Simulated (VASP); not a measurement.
Here is a VASP 6.6.1 calculation.

Contents of INCAR:

```
SYSTEM = Se
  AGGAC = 1.0
  AGGAX = 1.0
  ALDAC = 0.0
  ALDAX = 1.0
  ALGO = Normal
  EDIFF = 1E-7
  EDIFFG = -0.01
  ENCUT = 600
  GGA = B5
  IBRION = 2
  ISIF = 3
  ISMEAR = -1
  IVDW = 13
  LASPH = .TRUE.
  LCHARG = .FALSE.
  LREAL = .FALSE.
  LWAVE = .FALSE.
  NELM = 60
  NSW = 60
  PREC = Accurate
  SIGMA = 0.05
  VDW_A1 = 0.44488865
  VDW_A2 = 4.0933009
  VDW_S6 = 1.0
  VDW_S8 = 2.34076671
```

KPOINTS

```
k-points
0
G
  7 7 6
  0 0 0
```

File POSCAR:

```
Se
1.0
    4.3662000000      0.0000000000      0.0000000000
   -2.1831000000      3.7812401180      0.0000000000
    0.0000000000      0.0000000000      4.9536000000
Se
3
Direct
    0.7746000000      0.7746000000      0.0000000000
    0.0000000000      0.2254000000      0.6666666667
    0.2254000000      0.0000000000      0.3333333333
```

Potentials or basis: VASP PAW PBE potentials, release 64 (Se).

The run is started by

```sh
$ cat potpaw_PBE.64/Se/POTCAR > POTCAR
$ mpirun -np 1 vasp_std > vasp.out
```

**Question.** What does it give for the space group after relaxing (to 0.1 Å)?

**Answer.** P3_121 (No. 152).

**Question.** Predict the band gap on the k mesh.

**Answer.** 0.90 eV (least direct gap 1.14 eV).

Forces on the atoms (eV/Å):
```
Se  -0.002 -0.003  0.000
Se  -0.002  0.003  0.000
Se   0.003  0.000  0.000
```

Caveat: the PAW data sets were made with another functional, which shifts forces and pressure a little; an odd mesh through Γ misses points on the zone boundary, where band edges can lie.
